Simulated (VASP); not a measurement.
LiF: single point with LDA

LiF:

```
CELL_PARAMETERS angstrom
3.09762 0.00000 0.00000
-1.54881 2.68262 0.00000
0.00000 0.00000 4.45810
ATOMIC_POSITIONS crystal
Li 0.33333 0.66667 0.37462
Li 0.66667 0.33333 0.87462
F 0.33333 0.66667 0.99102
F 0.66667 0.33333 0.49102
```

This cell differs from its parent crystal: c/a of the conventional cell at fixed volume 1.4392.

```yaml
Program: VASP 6.6.1
Task: single point
Functional: LDA
Potentials_or_basis: VASP PAW LDA potentials, release 64 (Li_sv, F)
Cutoff: 520 eV
k_mesh: 9 × 9 × 6
Occupations: gaussian, width 0.05 eV
Spin: no spin polarisation
```

```yaml
Largest_force: 0.642 eV/Å
Band_gap_on_the_k_mesh: 7.79 eV, direct
```

Forces on the atoms (eV/Å):
```
Li   0.000  0.000  0.642
Li   0.000  0.000  0.642
F    0.000  0.000 -0.642
F    0.000  0.000 -0.642
```

Levels at points of the mesh, in eV from the valence-band top:
| k point | band 8 | band 9 | band 10 | band 11 | band 12 | band 13 |
| --- | --- | --- | --- | --- | --- | --- |
| (0.00, 0.00, 0.00) | -0.22 | -0.22 | 0.00 | 7.79 | 12.61 | 16.03 |
| (0.00, 0.00, 0.50) | -0.48 | -0.48 | -0.48 | 9.61 | 9.61 | 18.16 |

Wall time 11 s on 1 thread of AMD EPYC 9R45 96-Core Processor (Zen 5) (shared host), peak memory 0.12 GiB.

 A k mesh can miss the band edges.
